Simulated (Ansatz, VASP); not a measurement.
**S: VASP beside Ansatz**

File INCAR:

```
PREC     = Accurate       # precision mode
ENCUT    = 520            # plane-wave cutoff, eV
EDIFF    = 1E-6           # SCF threshold, eV
ISMEAR   = 0              # smearing method
SIGMA    = 0.1            # smearing width, eV
LREAL    = F              # projectors in reciprocal space
LASPH    = T              # aspherical terms in the spheres
NELM     = 60             # most SCF steps
ALGO     = Normal         # electronic algorithm
ISIF     = 2              # what is computed and relaxed
LWAVE    = F              # write WAVECAR
LCHARG   = F              # write CHGCAR
GGA      = PE             # functional
NBANDS   = 34             # bands
```

KPOINTS

```
Automatic mesh
0
Gamma
  1 1 1
```

The input POSCAR:

```
S
1.0
   16.8291635000      0.0000000000      0.0000000000
    0.0000000000     16.8291635000      0.0000000000
    0.0000000000      0.0000000000     20.4474322100
S
8
Direct
    0.3598691600      0.5000000000      0.4163701100
    0.4009238100      0.4009238100      0.4636298900
    0.4009238100      0.5990761900      0.4636298900
    0.5000000000      0.3598691600      0.4163701100
    0.5000000000      0.6401308400      0.4163701100
    0.5990761900      0.4009238100      0.4636298900
    0.5990761900      0.5990761900      0.4636298900
    0.6401308400      0.5000000000      0.4163701100
```

Input for Ansatz:

```yaml
crystal:
  lattice:
    - [16.8291635, 0.0, 0.0]
    - [0.0, 16.8291635, 0.0]
    - [0.0, 0.0, 20.44743221]
  atoms:
    - { symbol: S, position: [0.35986916, 0.5, 0.41637011] }
    - { symbol: S, position: [0.40092381, 0.40092381, 0.46362989] }
    - { symbol: S, position: [0.40092381, 0.59907619, 0.46362989] }
    - { symbol: S, position: [0.5, 0.35986916, 0.41637011] }
    - { symbol: S, position: [0.5, 0.64013084, 0.41637011] }
    - { symbol: S, position: [0.59907619, 0.40092381, 0.46362989] }
    - { symbol: S, position: [0.59907619, 0.59907619, 0.46362989] }
    - { symbol: S, position: [0.64013084, 0.5, 0.41637011] }
basis:
  ecutwfc: 420
kpoints:
  mp_grid: { grid: [1, 1, 1] }
hamiltonian:
  xc: pbe
scf:
  occupations: { method: gaussian, width: 0.1 }
  lower_state_search: "off"
output:
  forces: true
  stress: true
  eigenvalues: true
```

Alike in both runs: task single point; functional PBE; k mesh 1 × 1 × 1; occupations gaussian, width 0.1 eV; no spin polarisation.

|  | VASP | Ansatz |
| --- | --- | --- |
| version | VASP 6.6.1 | Ansatz 0.2.0 |
| potentials or method | VASP PAW PBE potentials, release 64 (S), cutoff 520 eV | scalar-relativistic, plane waves, PAW |
| valence electrons in the cell | 48 | 48 |

VASP gave:

* gap on the k mesh at the Fermi level (eV): 3.45
* least direct gap on the mesh (eV): 3.45
* rms of the force components (eV/Å): 0.153

Estimate Ansatz's values.

gap on the k mesh at the Fermi level (eV): 3.39; least direct gap on the mesh (eV): 3.39; rms of the force components (eV/Å): 0.225.

Atom by atom the forces differ by 0.072 eV/Å (rms over components).
